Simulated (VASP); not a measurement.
# TePb (R-3m) in VASP: further runs

TePb is run at these levels: r2SCAN; tasks: single point.

Program: VASP 6.6.1. These are calculated values, not measurements. Logs are shortened: lines on timing, memory, paths and dates and some standing lists are left out, and cuts for length are marked.

## 1. The cell of the first run

Symmetry: R-3m, No. 166, trigonal system. The conventional cell has a = 4.760 Å, b = 4.760 Å, c = 10.970 Å, α = 90.00°, β = 90.00°, γ = 120.00°. Pb (site symmetry -3m) has 6 Te at 3.30 Å within 4.3 Å. Te (site symmetry -3m) has 6 Pb at 3.30 Å within 4.3 Å.

## 2. Single point, r2SCAN (epitaxial 111 strain +3.0%)

Input file POSCAR:

```
TePb
1.0
   -0.1328311875      3.2330407668      3.2330407668
    3.2330407668     -0.1328311875      3.2330407668
    3.2330407668      3.2330407668     -0.1328311875
Pb Te
1 1
Direct
    0.0000000000      0.0000000000      0.0000000000
    0.5000000000      0.5000000000      0.5000000000
```

Input file INCAR.step1:

```
  PREC = Accurate
  ENCUT = 520
  ISMEAR = 0
  SIGMA = 0.01
  LREAL = False
  LASPH = True
  NELM = 80
  NBANDS = 17
  GGA = PE
  ALGO = Normal
  EDIFF = 1E-4
  LWAVE = True
  LCHARG = False
```

Input file INCAR.step2:

```
  PREC = Accurate
  ENCUT = 520
  EDIFF = 1E-6
  ISMEAR = 0
  SIGMA = 0.01
  LREAL = False
  LASPH = True
  NELM = 80
  ALGO = Normal
  ISIF = 2
  LWAVE = False
  LCHARG = False
  METAGGA = R2SCAN
  LMIXTAU = True
  NBANDS = 17
  ISTART = 1
```

Input file KPOINTS:

```
Automatic mesh
0
Gamma
  8 8 8
```

Potentials or basis: VASP PAW PBE potentials, release 64 (Pb_d, Te).

Launch:

```sh
$ cat potpaw_PBE.64/Pb_d/POTCAR potpaw_PBE.64/Te/POTCAR > POTCAR
$ cp INCAR.step1 INCAR
$ mpirun -np 1 vasp_std > vasp.out
$ cp INCAR.step2 INCAR
$ mpirun -np 1 vasp_std > vasp.out
```

OUTCAR:

```text
PREC = Accurate
   ENCUT = 520
   EDIFF = 1E-6
   ISMEAR = 0
   LREAL = False
   LASPH = True
   NELM = 80
   ISIF = 2
   METAGGA = R2SCAN
   ISTART = 1

 ion  position               nearest neighbor table
   1  0.000  0.000  0.000-   2 3.30   2 3.30   2 3.30   2 3.30   2 3.30   2 3.30
   2  0.500  0.500  0.500-   1 3.30   1 3.30   1 3.30   1 3.30   1 3.30   1 3.30

  LATTYP: Found a trigonal (rhomboedric) cell.
 ALAT       =     4.5741391894
 COS(alpha) =     0.4585274699

  Lattice vectors:

 A1 = (  -0.1328311875,   3.2330407668,   3.2330407668)
 A2 = (   3.2330407668,  -0.1328311875,   3.2330407668)
 A3 = (   3.2330407668,   3.2330407668,  -0.1328311875)

Analysis of symmetry for initial positions (statically):
=====================================================================
 Subroutine PRICEL returns:
 Original cell was already a primitive cell.

 Routine SETGRP: Setting up the symmetry group for a
 trigonal (rhombohedral) supercell.

 Subroutine GETGRP returns: Found 12 space group operations
 (whereof 12 operations were pure point group operations)
 out of a pool of 12 trial point group operations.

The static configuration has the point symmetry D_3d.

Analysis of symmetry for dynamics (positions and initial velocities):
=====================================================================
 Subroutine PRICEL returns:
 Original cell was already a primitive cell.

 Routine SETGRP: Setting up the symmetry group for a
 trigonal (rhombohedral) supercell.

 Subroutine GETGRP returns: Found 12 space group operations
 (whereof 12 operations were pure point group operations)
 out of a pool of 12 trial point group operations.

The dynamic configuration has the point symmetry D_3d.

 Subroutine INISYM returns: Found 12 space group operations
 (whereof 12 operations are pure point group operations),
 and found     1 'primitive' translations

----------------------------------------------------------------------------------------

                                     Primitive cell

  volume of cell :      71.7500

  direct lattice vectors                    reciprocal lattice vectors
    -0.132831188  3.233040767  3.233040767    -0.145434288  0.151665547  0.151665547
     3.233040767 -0.132831188  3.233040767     0.151665547 -0.145434288  0.151665547
     3.233040767  3.233040767 -0.132831188     0.151665547  0.151665547 -0.145434288

  length of vectors
     4.574139189  4.574139189  4.574139189     0.259144763  0.259144763  0.259144763

  position of ions in fractional coordinates (direct lattice)
     0.000000000  0.000000000  0.000000000
     0.500000000  0.500000000  0.500000000

  ion indices of the primitive-cell ions
   primitive index   ion index
                 1           1
                 2           2

----------------------------------------------------------------------------------------

 KPOINTS: Automatic mesh

Automatic generation of k-mesh.
 Grid dimensions read from file:
 generate k-points for:    8    8    8

 Generating k-lattice:

  Cartesian coordinates                     Fractional coordinates (reciprocal lattice)
    -0.018179286  0.018958193  0.018958193     0.125000000  0.000000000  0.000000000
     0.018958193 -0.018179286  0.018958193     0.000000000  0.125000000  0.000000000
     0.018958193  0.018958193 -0.018179286     0.000000000  0.000000000  0.125000000

  Length of vectors
     0.032393095  0.032393095  0.032393095

  Shift w.r.t. Gamma in fractional coordinates (k-lattice)
     0.000000000  0.000000000  0.000000000

 Subroutine IBZKPT returns following result:
 ===========================================

 Found     65 irreducible k-points:

 Following reciprocal coordinates:
            Coordinates               Weight
  0.000000  0.000000  0.000000      1.000000
  0.125000  0.000000  0.000000      6.000000
  0.250000  0.000000  0.000000      6.000000
  0.375000  0.000000 -0.000000      6.000000
  0.500000  0.000000  0.000000      3.000000
  0.125000  0.125000  0.000000      6.000000
[... 16 lines left out ...]
  0.250000  0.125000  0.125000      6.000000
  0.375000  0.125000  0.125000      6.000000
 [... further k-points ...]
   k-points           NKPTS =     65   k-points in BZ     NKDIM =     65   number of bands    NBANDS=     17
   number of dos      NEDOS =    301   number of ions     NIONS =      2
   total plane-waves  NPLWV =  46656
   dimension x,y,z NGX =    36 NGY =   36 NGZ =   36
   dimension x,y,z NGXF=    72 NGYF=   72 NGZF=   72
   ions per type =               1   1
   NGX,Y,Z   is equivalent  to a cutoff of  13.08, 13.08, 13.08 a.u.
   NGXF,Y,Z  is equivalent  to a cutoff of  26.17, 26.17, 26.17 a.u.
 SYSTEM =  unknown system
   PREC   = accura    normal or accurate (medium, high low for compatibility)
   ISTART =      1    job   : 0-new  1-cont  2-samecut
   ICHARG =      0    charge: 1-file 2-atom 10-const
   ISPIN  =      1    spin polarized calculation?
   LNONCOLLINEAR =      F non collinear calculations
   LSORBIT =      F    spin-orbit coupling
   LASPH  =      T    aspherical Exc in radial PAW
   ENCUT  =  520.0 eV  38.22 Ry    6.18 a.u.   8.50  8.50  8.50*2*pi/ulx,y,z
   NELM   =     80;   NELMIN=  2; NELMDL=  0     # of ELM steps
   EDIFF  = 0.1E-05   stopping-criterion for ELM
   LREAL  =      F    real-space projection
   EDIFFG = 0.1E-04   stopping-criterion for IOM
   NSW    =      0    number of steps for IOM
   IBRION =     -1    ionic relax: 0-MD 1-quasi-New 2-CG
   NFREE  =      0    steps in history (QN), initial steepest desc. (CG)
   ISIF   =      2    stress and relaxation
   ISYM   =      2    0-nonsym 1-usesym 2-fastsym
   POTIM  = 0.5000    time-step for ionic-motion
   TEBEG  =    0.0;   TEEND  =   0.0 temperature during run
   PSTRESS=    0.0 pullay stress
   NELECT =      20.0000    total number of electrons
   NUPDOWN=      -1.0000    fix difference up-down
   EMIN   =  10.00;   EMAX   =-10.00  energy-range for DOS
   EFERMI =   0.00;   METHOD = LEGACY
   ISMEAR =     0;   SIGMA  =   0.01  broadening in eV -4-tet -1-fermi 0-gaus
   EFERMI_NEDOS =   21; number of points for ismear=-14 and -15
   IALGO  =     38    algorithm
   IMIX   =      4    mixing-type and parameters
     AMIX     =   0.40;   BMIX     =  1.00
     AMIX_MAG =   1.60;   BMIX_MAG =  1.00
  volume/ion in A,a.u.               =      35.87       242.10
  Fermi-wavevector in a.u.,A,eV,Ry     =   1.069410  2.020892 15.560135  1.143638
  Thomas-Fermi vector in A             =   2.205088
   LORBIT       =      0    0 simple, 1 ext, 2 COOP (PROOUT), +10 PAW based schemes
   METAGGA = R2SCAN    functional components
   LHFCALC =     F    Hartree Fock is set to
   AEXX    =    0.0000 exact exchange contribution
   IVDW    =     0    specifies the selected vdW correction
   LEPSILON=     F    determine dielectric tensor
   LRPA    =     F    only Hartree local field effects (RPA)
 non-spin polarized calculation
 Gauss-broadening in eV      SIGMA  =   0.01
  energy-cutoff  :      520.00
  volume of cell :       71.75
 maximum number of plane-waves:      1948
 NGX is ok and might be reduce to    36
   NGX = 17   NGY = 17   NGZ = 17

 number of electron      19.9999999 magnetization

 Free energy of the ion-electron system (eV)
  ---------------------------------------------------
  ext. energy  EPLUGINS =         0.00000000
  ---------------------------------------------------
  free energy    TOTEN  =       -82.68326582 eV

  energy without entropy =      -82.68326582  energy(sigma->0) =      -82.68326582

 E-fermi :   4.9259     XC(G=0):  -9.5228

 val. band max:        4.8099651878   @ k =   0.5000   0.0000   0.0000
 cond. band min:       5.5623306330   @ k =   0.5000   0.5000   0.5000
 fundamental gap:      0.7523654452
 Fermi energy:         4.9259377496

 k-point     1 :       0.0000    0.0000    0.0000
  band No.  band energies     occupation
      1     -12.5674      2.00000
      2     -12.5674      2.00000
      3     -12.5612      2.00000
      4     -12.5521      2.00000
      5     -12.5521      2.00000
      6      -7.2641      2.00000
[... 9 lines left out ...]
     16      11.5878      0.00000
     17      12.6660      0.00000

 k-point     2 :       0.1250    0.0000    0.0000
  band No.  band energies     occupation
      1     -12.5694      2.00000
      2     -12.5675      2.00000
      3     -12.5598      2.00000
      4     -12.5523      2.00000
      5     -12.5506      2.00000
      6      -7.1378      2.00000
[... 9 lines left out ...]
     16      11.7772      0.00000
     17      13.5637      0.00000

 k-point     3 :       0.2500    0.0000    0.0000
  band No.  band energies     occupation
      1     -12.5742      2.00000
      2     -12.5694      2.00000
      3     -12.5559      2.00000
      4     -12.5516      2.00000
      5     -12.5467      2.00000
      6      -6.7761      2.00000
[... 9 lines left out ...]
     16      12.5909      0.00000
     17      15.2231      0.00000

 k-point     4 :       0.3750    0.0000   -0.0000
  band No.  band energies     occupation
      1     -12.5791      2.00000
      2     -12.5723      2.00000
      3     -12.5540      2.00000
      4     -12.5480      2.00000
      5     -12.5429      2.00000
      6      -6.2625      2.00000
[... 9 lines left out ...]
     16      13.8534      0.00000
     17      15.4702      0.00000
[... 343 lines left out ...]
      1     -12.5668      2.00000
      2     -12.5668      2.00000
      3     -12.5611      2.00000
      4     -12.5522      2.00000
      5     -12.5522      2.00000
      6      -7.1265      2.00000
[... 9 lines left out ...]
     16      11.1542      0.00000
     17      13.6643      0.00000

 k-point    23 :       0.2500    0.1250    0.1250
  band No.  band energies     occupation
      1     -12.5716      2.00000
      2     -12.5660      2.00000
      3     -12.5594      2.00000
      4     -12.5507      2.00000
      5     -12.5504      2.00000
      6      -6.9151      2.00000
[... 9 lines left out ...]
     16      12.5835      0.00000
     17      13.3612      0.00000

 k-point    24 :       0.3750    0.1250    0.1250
  band No.  band energies     occupation
      1     -12.5765      2.00000
      2     -12.5698      2.00000
      3     -12.5569      2.00000
      4     -12.5473      2.00000
      5     -12.5467      2.00000
      6      -6.4944      2.00000
[... 9 lines left out ...]
     16      14.1870      0.00000
     17      14.4140      0.00000

 [... further k-points ...]

------------------------ aborting loop because EDIFF is reached ----------------------------------------

  FORCE on cell =-STRESS in cart. coord.  units (eV):
  Direction    XX          YY          ZZ          XY          YZ          ZX
  --------------------------------------------------------------------------------------
  -------------------------------------------------------------------------------------
  Total       -0.5186265     -0.5186265     -0.5186265      0.2581423      0.2581423      0.2581423
  in kB      -11.5809309    -11.5809309    -11.5809309      5.7643179      5.7643179      5.7643179
  external PRESSURE =     -11.5809309 kB  Pullay stress =       0.0000000 kB

 VOLUME and BASIS-vectors are now :
 -----------------------------------------------------------------------------
  energy-cutoff  :      520.00
  volume of cell :       71.75
      direct lattice vectors                 reciprocal lattice vectors
    -0.132831188  3.233040767  3.233040767    -0.145434288  0.151665547  0.151665547
     3.233040767 -0.132831188  3.233040767     0.151665547 -0.145434288  0.151665547
     3.233040767  3.233040767 -0.132831188     0.151665547  0.151665547 -0.145434288

 POSITION                                       TOTAL-FORCE (eV/Angst)
 -----------------------------------------------------------------------------------
      0.00000      0.00000      0.00000        -0.000000      0.000000     -0.000000
      3.16663      3.16663      3.16663         0.000000     -0.000000      0.000000
 -----------------------------------------------------------------------------------
    total drift:                               -0.000000      0.000000      0.000000

  FREE ENERGIE OF THE ION-ELECTRON SYSTEM (eV)
  ---------------------------------------------------
  free  energy   TOTEN  =       -82.6832658198 eV

  energy  without entropy=      -82.6832658198  energy(sigma->0) =      -82.68326582
```

It took 3.8 min on 1 thread of AMD EPYC 7R13 (Zen 3), shared host; peak memory 0.24 GiB.

Results:

```
Free energy            : -82.6833 eV
Pressure               : -1.2 GPa
Band gap on the k mesh : 0.75 eV (least direct gap 1.06 eV)
```

Caveat: the cell differs from its parent crystal (epitaxial 111 strain +3.0%); the structure was generated, so it needn't be the stable form of TePb; the PAW data sets were made with another functional, which shifts forces and pressure a little; spin-orbit coupling is left out, which moves the levels of the heavy elements. A k mesh can miss the band edges.

## 3. Single point, r2SCAN (epitaxial 111 strain +4.0%)

Input file POSCAR:

```
TePb
1.0
   -0.1773799080      3.2211704148      3.2211704148
    3.2211704148     -0.1773799080      3.2211704148
    3.2211704148      3.2211704148     -0.1773799080
Pb Te
1 1
Direct
    0.0000000000      0.0000000000      0.0000000000
    0.5000000000      0.5000000000      0.5000000000
```

Input file INCAR.step1:

```
  ALGO = Normal
  EDIFF = 1E-4
  ENCUT = 520
  GGA = PE
  ISMEAR = 0
  LASPH = T
  LCHARG = F
  LREAL = F
  LWAVE = T
  NBANDS = 17
  NELM = 80
  PREC = Accurate
  SIGMA = 0.01
```

Input file INCAR.step2:

```
  ALGO = Normal
  EDIFF = 1E-7
  ENCUT = 520
  ISIF = 2
  ISMEAR = 0
  ISTART = 1
  LASPH = T
  LCHARG = F
  LMIXTAU = T
  LREAL = F
  LWAVE = F
  METAGGA = R2SCAN
  NBANDS = 17
  NELM = 80
  PREC = Accurate
  SIGMA = 0.01
```

Input file KPOINTS:

```
k-points
0
Gamma
  8 8 8
```

Potentials or basis: VASP PAW PBE potentials, release 64 (Pb_d, Te).

Launch:

```sh
$ cat potpaw_PBE.64/Pb_d/POTCAR potpaw_PBE.64/Te/POTCAR > POTCAR
$ cp INCAR.step1 INCAR
$ mpirun -np 1 vasp_std > vasp.out
$ cp INCAR.step2 INCAR
$ mpirun -np 1 vasp_std > vasp.out
```

Run time: 4.7 min. Hardware: 1 thread of AMD EPYC 7R13 (Zen 3), shared host; peak memory 0.24 GiB.

Results (log left out):

* Free energy: -82.6661 eV
* Pressure: -1.5 GPa
* Band gap on the k mesh: 0.64 eV (least direct gap 1.02 eV)

Stress tensor (GPa, compression positive):
```
-1.49  0.75  0.75
 0.75 -1.49  0.75
 0.75  0.75 -1.49
```

Levels at points of the mesh, in eV from the valence-band top:
```csv
k point,band 6,band 7,band 8,band 9,band 10,band 11,band 12,band 13,band 14,band 15
"(0.00, 0.00, 0.00)",-12.03,-5.98,-1.52,-1.52,-0.91,3.99,4.26,4.26,5.93,5.93
"(0.50, 0.00, 0.00)",-10.74,-8.71,-0.92,-0.74,0.00,1.02,1.47,1.86,8.56,8.77
"(0.50, 0.50, 0.00)",-10.50,-7.52,-4.24,-2.90,-2.39,3.80,5.23,5.49,6.57,10.11
"(0.50, 0.50, 0.50)",-10.60,-8.47,-1.12,-1.12,-0.46,0.64,1.15,1.15,8.99,9.74
```

Caveat: the cell differs from its parent crystal (epitaxial 111 strain +4.0%); the structure was generated, so it needn't be the stable form of TePb; the PAW data sets were made with another functional, which shifts forces and pressure a little; spin-orbit coupling is left out, which moves the levels of the heavy elements. A k mesh can miss the band edges.
